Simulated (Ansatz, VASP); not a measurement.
**One calculation of MgS, two programs**

```
Mg S
1.0
     0.00000    2.60440    2.60440
     2.60440    0.00000    2.60440
     2.60440    2.60440    0.00000
Mg S
1 1
Direct
  0.00000 0.00000 0.00000
  0.50000 0.50000 0.50000
```

Alike in both runs: task electric field gradients; functional PBE; k mesh 9 × 9 × 9; occupations methfessel-paxton of order 1, width 0.025 eV; no spin polarisation.

|  | VASP | Ansatz |
| --- | --- | --- |
| version | VASP 6.6.1 | Ansatz 0.2.0 |
| potentials or method | VASP PAW PBE potentials, release 64 (Mg, S) | plane-wave PAW, scalar-relativistic |
| plane-wave cutoff (eV) | 520 | 420 |
| valence electrons in the cell | 8 | 16 |

VASP gave:

- gap on the k mesh at the Fermi level (eV): 2.90
- pressure (GPa): 0.6

Q: What did Ansatz give for the same quantities?

A: gap on the k mesh at the Fermi level (eV): 2.91; pressure (GPa): 0.9.

The functional is the same, so the differences come from potentials, cutoffs and numerics. VASP's potentials hold 8 valence electrons a cell and Ansatz's 16, so a difference there can come from the potentials and not from the codes.
